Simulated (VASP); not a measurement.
The system is Zn.

```
Zn
1.0
    -1.57943    1.57943    1.57943
     1.57943   -1.57943    1.57943
     1.57943    1.57943   -1.57943
Zn
1
Direct
  0.00000 0.00000 0.00000
```

Base run:

- Program: VASP 6.6.1
- Functional: PBE
- Potentials or basis: VASP PAW PBE potentials, release 64 (Zn)
- Cutoff: 500 eV
- k mesh: 12 × 12 × 12
- Occupations: fermi-dirac, width 0.05 eV
- Spin: no spin polarisation

Its results: band gap on the k mesh zero (band 6 reaches 7.10 eV, above the bottom of band 7 at 1.92 eV); pressure -1.2 GPa.

Task: The run is repeated on the same cell with these changes: functional from PBE to PBEsol; cutoff from 500 eV to 520 eV. What comes out?

Result: Band gap on the k mesh zero (band 6 reaches 6.90 eV, above the bottom of band 7 at 1.74 eV); pressure -5.8 GPa.

PBEsol binds more tightly than PBE, so the same cell stands under less pressure.

Caveats: the PAW data sets were made with another functional, which shifts forces and pressure a little (some runs).
